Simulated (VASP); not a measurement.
## SiC (Moissanite 3C): single point with LDA

The system is SiC (Moissanite 3C).

```xyz
2
Lattice="0.0000 2.1790 2.1790 2.1790 0.0000 2.1790 2.1790 2.1790 0.0000" Properties=species:S:1:pos:R:3 pbc="T T T"
Si    0.0000    0.0000    0.0000
C     1.0895    1.0895    1.0895
```

```yaml
Program: VASP 6.6.1
Task: single point
Functional: LDA
Potentials_or_basis: VASP PAW LDA potentials, release 64 (Si, C)
Cutoff: 600 eV
k_mesh: 7 × 7 × 7
Occupations: gaussian, width 0.01 eV
Spin: no spin polarisation
```

```yaml
Pressure: -4.2 GPa
Band_gap_on_the_k_mesh: 1.54 eV, indirect (least direct gap 4.63 eV)
```

Levels at points of the mesh, in eV from the valence-band top:
```csv
k point,band 1,band 2,band 3,band 4,band 5,band 6,band 7,band 8,band 9
"(0.00, 0.00, 0.00)",-15.32,0.00,0.00,0.00,6.29,7.19,7.19,7.19,14.46
```

It took 13 s on 1 thread of Intel Xeon 8259CL, with other jobs on the host, peak memory 0.13 GiB.

A k mesh can miss the band edges.
